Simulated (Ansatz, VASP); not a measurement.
## Re: VASP beside Ansatz

```
CELL_PARAMETERS angstrom
0.00000 1.97500 1.97500
1.97500 0.00000 1.97500
1.97500 1.97500 0.00000
ATOMIC_POSITIONS crystal
Re 0.00000 0.00000 0.00000
```

Alike in both runs: task relaxation of cell and atoms; functional LDA; k mesh 12 × 12 × 12; occupations fermi-dirac, width 0.05 eV; no spin polarisation.

```csv
,VASP,Ansatz
version,VASP 6.6.1,Ansatz 0.2.0
potentials or method,"VASP PAW LDA potentials, release 64 (Re_sv_GW)",Ansatz PAW
plane-wave cutoff (eV),560,420
valence electrons in the cell,15,15
```

|  | VASP | Ansatz | Ansatz less VASP |
| --- | --- | --- | --- |
| gap on the k mesh at the Fermi level, each at its own relaxed structure (eV) | none | none | - |
| relaxed volume (Å³/atom) | 14.41 | 14.39 | -0.015 |
| relaxed length of the cell vector where the two differ most in proportion (Å) | 2.731 | 2.730 | -0.0009 |

LDA's correlation is that of Perdew and Zunger in VASP and of Perdew and Wang (1992) in Ansatz. A gap of «none» marks a metal or a gap that the smearing closes.

Spin-orbit coupling is off throughout. Noted on Ansatz's run: the plane-wave basis is chosen anew once the cell has moved, so the energies of steps on either side of that aren't comparable.
